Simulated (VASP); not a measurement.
Write the native input for VASP 6.6.1 that does the following.

```yaml
Task: single point
Functional: PBE
Potentials_or_basis: VASP PAW PBE potentials, release 64 (Si, Ni)
Cutoff: 600 eV
k_mesh: 12 × 12 × 8
Occupations: gaussian, width 0.1 eV
Spin: no spin polarisation
Dipole_correction: no
Further_INCAR_settings: ALGO = Normal; EDIFF = 1e-06; NBANDS = 33
```

The structure of SiNi2 lies in POSCAR:

```
SiNi2
1.0
    3.7663915223      0.0000000000      0.0000000000
   -1.8831957611      3.2617907389      0.0000000000
    0.0000000000      0.0000000000      4.7384904018
Si Ni
2 4
Direct
    0.3333333333      0.6666666667      0.7500000000
    0.6666666667      0.3333333333      0.2500000000
    0.0000000000      0.0000000000      0.0000000000
    0.0000000000      0.0000000000      0.5000000000
    0.3333333333      0.6666666667      0.2500000000
    0.6666666667      0.3333333333      0.7500000000
```

One way to write it, as run:

INCAR

```
  ALGO = Normal
  EDIFF = 1E-6
  ENCUT = 600
  GGA = PE
  GGA_COMPAT = False
  ISIF = 2
  ISMEAR = 0
  LASPH = True
  LCHARG = True
  LELF = True
  LREAL = False
  LVHAR = True
  LWAVE = False
  NBANDS = 33
  NELM = 120
  PREC = Accurate
  SIGMA = 0.1
```

KPOINTS

```
k-points
0
Gamma
  12 12 8
```

Potentials or basis: VASP PAW PBE potentials, release 64 (Si, Ni).

Launch:

```console
$ cat potpaw_PBE.64/Si/POTCAR potpaw_PBE.64/Ni/POTCAR > POTCAR
$ mpirun -np 1 vasp_std > vasp.out
```

It gave:

- Pressure: 34.6 GPa
- Band gap on the k mesh: zero (bands 24 and 25 overlap by 3.76 eV)

Caveat: the cell stands under pressure.

Wall time 110 s on 1 thread of Intel(R) Xeon(R) 6975P-C (Granite Rapids), on a shared host, peak memory 0.3 GiB.
